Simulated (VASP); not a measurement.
Write the native input for VASP 6.6.1 that does the following.

```
Task                   : single point
Functional             : LDA
Potentials or basis    : VASP PAW LDA potentials, release 64 (Si, O)
Cutoff                 : 520 eV
k mesh                 : 6 × 6 × 4
Occupations            : gaussian, width 0.02 eV
Spin                   : no spin polarisation
Dipole correction      : no
Further INCAR settings : ALGO = Normal; EDIFF = 1e-06; NBANDS = 34
```

The structure of SiO2 lies in POSCAR:

```
SiO2
1.0
    5.0502547286      0.0000000000      0.0000000000
   -2.5251273643      4.3736488905      0.0000000000
    0.0000000000      0.0000000000      5.5370624747
Si O
3 6
Direct
    0.0000000000      0.5000000000      0.3333333333
    0.5000000000      0.5000000000      0.6666666667
    0.5000000000      0.0000000000      0.0000000000
    0.5833776014      0.7916888007      0.8333333333
    0.7916888007      0.5833776014      0.5000000000
    0.7916888007      0.2083111993      0.1666666667
    0.4166223986      0.2083111993      0.8333333333
    0.2083111993      0.4166223986      0.5000000000
    0.2083111993      0.7916888007      0.1666666667
```

The input as run:

INCAR

```
SYSTEM = SiO2
ALGO = Normal ; EDIFF = 1E-6
ENCUT = 520 ; ISIF = 2
ISMEAR = 0 ; LASPH = .TRUE.
LCHARG = .FALSE. ; LREAL = .FALSE.
LWAVE = .FALSE. ; NBANDS = 34
NELM = 80 ; PREC = Accurate
SIGMA = 0.02
```

KPOINTS

```
k-points
0
G
  6 6 4
  0 0 0
```

Potentials or basis: VASP PAW LDA potentials, release 64 (Si, O).

Launch:

```bash
$ cat potpaw_LDA.64/Si/POTCAR potpaw_LDA.64/O/POTCAR > POTCAR
$ mpirun -np 1 vasp_std > vasp.out
```

It gave:

```
Pressure               : -0.4 GPa
Band gap on the k mesh : 5.47 eV, indirect (least direct gap 5.66 eV)
```

Run time: 71 s on 1 thread of Intel(R) Xeon(R) Platinum 8259CL CPU @ 2.50GHz (Skylake/Cascade Lake), on a shared host, peak memory 0.22 GiB.
